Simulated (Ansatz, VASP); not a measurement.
CdF2: VASP beside Ansatz

```
Cd F
1.0
     0.00000    2.65359    2.73441
     2.65359    0.00000    2.73441
     2.65359    2.65359    0.00000
Cd F
1 2
Direct
  0.00000 0.00000 0.00000
  0.25000 0.25000 0.25000
  0.75000 0.75000 0.75000
```

Change from the starting cell: strain -0.015 along x and y, +0.015 along z, atoms carried along.

Alike in both runs: task single point; functional PBE; k mesh 8 × 8 × 8; occupations gaussian, width 0.05 eV; no spin polarisation.

|  | VASP | Ansatz |
| --- | --- | --- |
| version | VASP 6.6.1 | Ansatz 0.2.0 |
| potentials or method | VASP PAW PBE potentials, release 64 (Cd, F), cutoff 520 eV | scalar-relativistic, plane waves, PAW |
| valence electrons in the cell | 26 | 34 |

```tsv
	VASP	Ansatz	Ansatz less VASP
gap on the k mesh at the Fermi level (eV)	3.09	3.12	+0.034
least direct gap on the mesh (eV)	3.54	3.57	+0.032
pressure (GPa)	8.1	7.3	-0.81
traceless stress, the component that is largest in VASP (GPa)	-2.16	-2.20	-0.039
```

VASP's potentials hold 26 valence electrons a cell and Ansatz's 34, so a difference there can come from the potentials and not from the codes.
